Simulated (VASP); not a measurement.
# ZnRe (P1) in VASP: further runs, part 2 of 2

VASP 6.6.1. Earlier steps stand in the parts before.

## 3. Single point, revPBE

This run uses another cell than the first one, of 14.76 Å³/atom, 1.005 times its volume.

File INCAR:

```
SYSTEM = ZnRe
  PREC = Accurate
  ENCUT = 520
  EDIFF = 1E-7
  ISMEAR = -1
  SIGMA = 0.02
  LREAL = .FALSE.
  LASPH = .TRUE.
  NELM = 80
  ALGO = Normal
  ISIF = 2
  LWAVE = .FALSE.
  LCHARG = .TRUE.
  GGA = RE
  LELF = .TRUE.
  LVHAR = .TRUE.
  NBANDS = 16
```

File KPOINTS:

```
regular mesh
0
G
  8 8 5
  0 0 0
```

File POSCAR:

```
ZnRe
1.0
    2.7590400000      0.0114900000     -0.0027400000
   -1.3695700000      2.3643500000     -0.0020500000
   -0.0044800000     -0.0064700000      4.5135400000
Zn Re
1 1
Direct
    0.0077500000      0.0130000000      0.0514000000
    0.3758500000      0.7058400000      0.5251400000
```

Potentials or basis: VASP PAW PBE potentials, release 64 (Zn, Re).

Command:

```bash
$ cat potpaw_PBE.64/Zn/POTCAR potpaw_PBE.64/Re/POTCAR > POTCAR
$ mpirun -np 1 vasp_std > vasp.out
```

OUTCAR:

```text
SYSTEM = ZnRe
   PREC = Accurate
   ENCUT = 520
   EDIFF = 1E-7
   ISMEAR = -1
   LREAL = .FALSE.
   LASPH = .TRUE.
   NELM = 80
   ISIF = 2
   GGA = RE

 ion  position               nearest neighbor table
   1  0.008  0.013  0.051-   2 2.62   2 2.67   2 2.69   2 2.81   2 2.87   2 2.89
   2  0.376  0.706  0.525-   1 2.62   1 2.67   1 2.69   1 2.81   1 2.87   1 2.89

  LATTYP: Found a triclinic cell.
 ALAT       =     2.7523200269
 B/A-ratio  =     0.9927536404
 C/A-ratio  =     1.6399062669
 COS(alpha) =     0.0014931377
 COS(beta)  =     0.0034788153
 COS(gamma) =     0.4939051528

  Lattice vectors:

 A1 = (  -1.3894700000,  -2.3758400000,   0.0047900000)
 A2 = (   1.3695700000,  -2.3643500000,   0.0020500000)
 A3 = (  -0.0044800000,  -0.0064700000,   4.5135400000)

Analysis of symmetry for initial positions (statically):
=====================================================================
 Subroutine PRICEL returns:
 Original cell was already a primitive cell.

 Routine SETGRP: Setting up the symmetry group for a
 triclinic supercell.

 Subroutine GETGRP returns: Found  1 space group operations
 (whereof  1 operations were pure point group operations)
 out of a pool of  2 trial point group operations.

The static configuration has the point symmetry C_1 .

Analysis of symmetry for dynamics (positions and initial velocities):
=====================================================================
 Subroutine PRICEL returns:
 Original cell was already a primitive cell.

 Routine SETGRP: Setting up the symmetry group for a
 triclinic supercell.

 Subroutine GETGRP returns: Found  1 space group operations
 (whereof  1 operations were pure point group operations)
 out of a pool of  2 trial point group operations.

The dynamic configuration has the point symmetry C_1 .

 Subroutine INISYM returns: Found  1 space group operations
 (whereof  1 operations are pure point group operations),
 and found     1 'primitive' translations

----------------------------------------------------------------------------------------

                                     Primitive cell

  volume of cell :      29.5143

  direct lattice vectors                    reciprocal lattice vectors
     2.759040000  0.011490000 -0.002740000     0.361573331  0.209445022  0.000659119
    -1.369570000  2.364350000 -0.002050000    -0.001756535  0.421932260  0.000603081
    -0.004480000 -0.006470000  4.513540000     0.000218700  0.000318783  0.221556260

  length of vectors
     2.759065285  2.732375726  4.513546861     0.417855149  0.421936347  0.221556597

  position of ions in fractional coordinates (direct lattice)
     0.007750000  0.013000000  0.051400000
     0.375850000  0.705840000  0.525140000

  ion indices of the primitive-cell ions
   primitive index   ion index
                 1           1
                 2           2

----------------------------------------------------------------------------------------

 KPOINTS: regular mesh

Automatic generation of k-mesh.
 Grid dimensions read from file:
 generate k-points for:    8    8    5

 Generating k-lattice:

  Cartesian coordinates                     Fractional coordinates (reciprocal lattice)
     0.045196666  0.026180628  0.000082390     0.125000000 -0.000000000 -0.000000000
    -0.000219567  0.052741533  0.000075385    -0.000000000  0.125000000  0.000000000
     0.000043740  0.000063757  0.044311252     0.000000000 -0.000000000  0.200000000

  Length of vectors
     0.052231894  0.052742043  0.044311319

  Shift w.r.t. Gamma in fractional coordinates (k-lattice)
     0.000000000  0.000000000  0.000000000

 Subroutine IBZKPT returns following result:
 ===========================================

 Found    162 irreducible k-points:

 Following reciprocal coordinates:
            Coordinates               Weight
  0.000000  0.000000  0.000000      1.000000
  0.125000 -0.000000  0.000000      2.000000
  0.250000 -0.000000  0.000000      2.000000
  0.375000 -0.000000 -0.000000      2.000000
  0.500000 -0.000000  0.000000      1.000000
  0.000000  0.125000  0.000000      2.000000
[... 16 lines left out ...]
  0.125000  0.375000  0.000000      2.000000
  0.250000  0.375000  0.000000      2.000000
 [... further k-points ...]
   k-points           NKPTS =    162   k-points in BZ     NKDIM =    162   number of bands    NBANDS=     16
   number of dos      NEDOS =    301   number of ions     NIONS =      2
   total plane-waves  NPLWV =  17280
   dimension x,y,z NGX =    24 NGY =   20 NGZ =   36
   dimension x,y,z NGXF=    48 NGYF=   40 NGZF=   72
   ions per type =               1   1
   NGX,Y,Z   is equivalent  to a cutoff of  14.46, 12.17, 13.26 a.u.
   NGXF,Y,Z  is equivalent  to a cutoff of  28.92, 24.34, 26.52 a.u.
 SYSTEM =  ZnRe
   PREC   = accura    normal or accurate (medium, high low for compatibility)
   ISTART =      0    job   : 0-new  1-cont  2-samecut
   ICHARG =      2    charge: 1-file 2-atom 10-const
   ISPIN  =      1    spin polarized calculation?
   LNONCOLLINEAR =      F non collinear calculations
   LSORBIT =      F    spin-orbit coupling
   LASPH  =      T    aspherical Exc in radial PAW
   ENCUT  =  520.0 eV  38.22 Ry    6.18 a.u.   5.13  5.08  8.39*2*pi/ulx,y,z
   NELM   =     80;   NELMIN=  2; NELMDL= -5     # of ELM steps
   EDIFF  = 0.1E-06   stopping-criterion for ELM
   LREAL  =      F    real-space projection
   EDIFFG = 0.1E-05   stopping-criterion for IOM
   NSW    =      0    number of steps for IOM
   IBRION =     -1    ionic relax: 0-MD 1-quasi-New 2-CG
   NFREE  =      0    steps in history (QN), initial steepest desc. (CG)
   ISIF   =      2    stress and relaxation
   ISYM   =      2    0-nonsym 1-usesym 2-fastsym
   POTIM  = 0.5000    time-step for ionic-motion
   TEBEG  =    0.0;   TEEND  =   0.0 temperature during run
   PSTRESS=    0.0 pullay stress
   NELECT =      19.0000    total number of electrons
   NUPDOWN=      -1.0000    fix difference up-down
   EMIN   =  10.00;   EMAX   =-10.00  energy-range for DOS
   EFERMI =   0.00;   METHOD = LEGACY
   ISMEAR =    -1;   SIGMA  =   0.02  broadening in eV -4-tet -1-fermi 0-gaus
   EFERMI_NEDOS =   21; number of points for ismear=-14 and -15
   IALGO  =     38    algorithm
   IMIX   =      4    mixing-type and parameters
     AMIX     =   0.40;   BMIX     =  1.00
     AMIX_MAG =   1.60;   BMIX_MAG =  1.00
  volume/ion in A,a.u.               =      14.76        99.59
  Fermi-wavevector in a.u.,A,eV,Ry     =   1.413563  2.671248 27.186641  1.998162
  Thomas-Fermi vector in A             =   2.535196
   LORBIT       =      0    0 simple, 1 ext, 2 COOP (PROOUT), +10 PAW based schemes
   GGA     = RE    functional components
   LHFCALC =     F    Hartree Fock is set to
   AEXX    =    0.0000 exact exchange contribution
   IVDW    =     0    specifies the selected vdW correction
   LEPSILON=     F    determine dielectric tensor
   LRPA    =     F    only Hartree local field effects (RPA)
 non-spin polarized calculation
  energy-cutoff  :      520.00
  volume of cell :       29.51
 maximum number of plane-waves:       804
 NGX is ok and might be reduce to    24
   NGX = 11   NGY = 11   NGZ = 17

 number of electron      18.9999993 magnetization

 Free energy of the ion-electron system (eV)
  ---------------------------------------------------
  ext. energy  EPLUGINS =         0.00000000
  ---------------------------------------------------
  free energy    TOTEN  =       -12.17698943 eV

  energy without entropy =      -12.17477159  energy(sigma->0) =      -12.17588051

 E-fermi :   5.5093     XC(G=0): -12.6991

 val. band max:        5.4972358771   @ k =   0.3750  -0.1250   0.4000
 cond. band min:       5.5174612500   @ k =   0.0000   0.5000   0.4000
 fundamental gap:      0.0202253730
 Fermi energy:         5.5092806458

 k-point     1 :       0.0000    0.0000    0.0000
  band No.  band energies     occupation
      1      -4.6583      2.00000
      2      -2.3565      2.00000
      3      -1.7546      2.00000
      4      -1.7130      2.00000
      5      -1.3732      2.00000
      6      -1.3345      2.00000
[... 8 lines left out ...]
     15      22.5543      0.00000
     16      23.1911      0.00000
[... 419 lines left out ...]
 k-point    24 :       0.2500    0.3750    0.0000
  band No.  band energies     occupation
      1      -2.0404      2.00000
      2      -2.0208      2.00000
      3      -1.7063      2.00000
      4      -1.6592      2.00000
      5      -1.5672      2.00000
      6       2.0981      2.00000
[... 8 lines left out ...]
     15      16.6150      0.00000
     16      16.9982      0.00000

 [... further k-points ...]

------------------------ aborting loop because EDIFF is reached ----------------------------------------

  FORCE on cell =-STRESS in cart. coord.  units (eV):
  Direction    XX          YY          ZZ          XY          YZ          ZX
  --------------------------------------------------------------------------------------
  -------------------------------------------------------------------------------------
  Total        0.3503992      0.6200811      0.1294909     -0.1609876     -0.0306275     -0.0443224
  in kB       19.0213580     33.6609927      7.0293892     -8.7391828     -1.6626071     -2.4060345
  external PRESSURE =      19.9039133 kB  Pullay stress =       0.0000000 kB

 VOLUME and BASIS-vectors are now :
 -----------------------------------------------------------------------------
  energy-cutoff  :      520.00
  volume of cell :       29.51
      direct lattice vectors                 reciprocal lattice vectors
     2.759040000  0.011490000 -0.002740000     0.361573331  0.209445022  0.000659119
    -1.369570000  2.364350000 -0.002050000    -0.001756535  0.421932260  0.000603081
    -0.004480000 -0.006470000  4.513540000     0.000218700  0.000318783  0.221556260

 POSITION                                       TOTAL-FORCE (eV/Angst)
 -----------------------------------------------------------------------------------
      0.00335      0.03049      0.23195         0.115373      0.103976     -1.139965
      0.06794      1.66977      2.36776        -0.115373     -0.103976      1.139965
 -----------------------------------------------------------------------------------
    total drift:                               -0.000371      0.000199      0.000470

  FREE ENERGIE OF THE ION-ELECTRON SYSTEM (eV)
  ---------------------------------------------------
  free  energy   TOTEN  =       -12.1769894293 eV

  energy  without entropy=      -12.1747715872  energy(sigma->0) =      -12.17588051
```

Wall time 62 s (1 thread of Intel Xeon Platinum 8259CL at 2.50GHz (Skylake/Cascade Lake), shared host); peak memory 0.21 GiB.

Results:

```yaml
Free_energy: -12.1770 eV
Pressure: 2.0 GPa
Largest_force: 1.150 eV/Å
```

Forces on the atoms (eV/Å):
```
Zn   0.115  0.104 -1.140
Re  -0.115 -0.104  1.140
```

Caveat: the PAW data sets were made with another functional, which shifts forces and pressure a little; spin-orbit coupling is left out, which moves the levels of the heavy elements.

## 4. Single point, revPBE

This run uses another cell than the first one, of 14.76 Å³/atom, 1.005 times its volume.

File INCAR:

```
ALGO = Normal ; EDIFF = 1E-6
ENCUT = 520 ; GGA = RE
ISIF = 2 ; ISMEAR = -1
LASPH = T ; LCHARG = F
LREAL = F ; LWAVE = F
NBANDS = 16 ; NELM = 60
PREC = Accurate ; SIGMA = 0.02
```

File KPOINTS:

```
k-points
0
Gamma
  8 8 5
```

Changes to POSCAR since step 3:

```diff
@@ -8,3 +8,3 @@
 Direct
-    0.0077500000      0.0130000000      0.0514000000
+    0.0095578667      0.0129912173      0.0514010935
     0.3758500000      0.7058400000      0.5251400000
```

Command:

```bash
$ cat potpaw_PBE.64/Zn/POTCAR potpaw_PBE.64/Re/POTCAR > POTCAR
$ mpirun -np 1 vasp_std > vasp.out
```

Run time: 47 s. Hardware: 1 thread of Intel Xeon Platinum 8259CL at 2.50GHz (Skylake/Cascade Lake), shared host; peak memory 0.21 GiB.

Results (log left out):

```
Free energy   : -12.1775 eV
Pressure      : 2.0 GPa
Largest force : 1.148 eV/Å
```

Forces in eV/Å, atoms in the order of the input:
```
Zn   0.105  0.103 -1.138
Re  -0.105 -0.103  1.138
```

Stress tensor (GPa, compression positive):
```
 1.91 -0.89 -0.20
-0.89  3.38 -0.16
-0.20 -0.16  0.69
```

Levels at points of the mesh, in eV from the Fermi level:
```csv
k point,band 7,band 8,band 9,band 10,band 11,band 12,band 13,band 14
"(0.00, 0.00, 0.00)",-4.96,-1.48,-1.31,-1.06,1.74,1.80,4.65,14.68
"(0.50, 0.00, 0.00)",-4.05,-3.26,-1.57,0.88,4.19,4.92,6.45,6.79
"(0.00, 0.50, 0.00)",-3.83,-3.09,-1.49,0.75,4.24,5.02,6.12,6.81
"(0.50, 0.50, 0.00)",-3.91,-3.15,-1.50,0.77,4.22,4.99,6.25,6.81
```

Caveat: the PAW data sets were made with another functional, which shifts forces and pressure a little; spin-orbit coupling is left out, which moves the levels of the heavy elements.

## 5. Single point, revPBE

This run uses another cell than the first one, of 14.76 Å³/atom, 1.005 times its volume.

File INCAR:

```
PREC     = Accurate       # precision mode
ENCUT    = 520            # plane-wave cutoff, eV
EDIFF    = 1E-6           # SCF threshold, eV
ISMEAR   = -1             # smearing method
SIGMA    = 0.02           # smearing width, eV
LREAL    = F              # projectors in reciprocal space
LASPH    = T              # aspherical terms in the spheres
NELM     = 100            # most SCF steps
ALGO     = Normal         # electronic algorithm
ISIF     = 2              # what is computed and relaxed
LWAVE    = F              # write WAVECAR
LCHARG   = F              # write CHGCAR
GGA      = RE             # functional
NBANDS   = 16             # bands
```

File KPOINTS:

```
Automatic mesh
0
Gamma
  8 8 5
```

Changes to POSCAR since step 4:

```diff
@@ -8,3 +8,3 @@
 Direct
-    0.0095578667      0.0129912173      0.0514010935
+    0.0059421333      0.0130087827      0.0513989065
     0.3758500000      0.7058400000      0.5251400000
```

Command:

```bash
$ cat potpaw_PBE.64/Zn/POTCAR potpaw_PBE.64/Re/POTCAR > POTCAR
$ mpirun -np 1 vasp_std > vasp.out
```

Run time: 49 s. Hardware: 1 thread of Intel Xeon Platinum 8259CL at 2.50GHz (Skylake/Cascade Lake), shared host; peak memory 0.21 GiB.

Results (log left out):

```yaml
Free_energy: -12.1764 eV
Pressure: 2.0 GPa
Largest_force: 1.151 eV/Å
```

Forces on the atoms (eV/Å):
```
Zn   0.126  0.105 -1.140
Re  -0.126 -0.105  1.140
```

Stress tensor (GPa, compression positive):
```
 1.91 -0.85 -0.28
-0.85  3.37 -0.17
-0.28 -0.17  0.76
```

Levels at points of the mesh, in eV from the Fermi level:
| k point | band 6 | band 7 | band 8 | band 9 | band 10 | band 11 | band 12 | band 13 | band 14 | band 15 |
| --- | --- | --- | --- | --- | --- | --- | --- | --- | --- | --- |
| (0.00, 0.00, 0.00) | -6.84 | -4.97 | -1.48 | -1.30 | -1.06 | 1.74 | 1.80 | 4.65 | 14.68 | 17.05 |
| (0.50, 0.00, 0.00) | -5.37 | -4.06 | -3.27 | -1.56 | 0.88 | 4.19 | 4.91 | 6.47 | 6.80 | 10.26 |
| (0.00, 0.50, 0.00) | -5.25 | -3.83 | -3.09 | -1.49 | 0.75 | 4.24 | 5.02 | 6.12 | 6.81 | 9.89 |
| (0.50, 0.50, 0.00) | -5.28 | -3.89 | -3.14 | -1.51 | 0.77 | 4.22 | 4.99 | 6.23 | 6.80 | 10.01 |

Caveat: the PAW data sets were made with another functional, which shifts forces and pressure a little; spin-orbit coupling is left out, which moves the levels of the heavy elements.
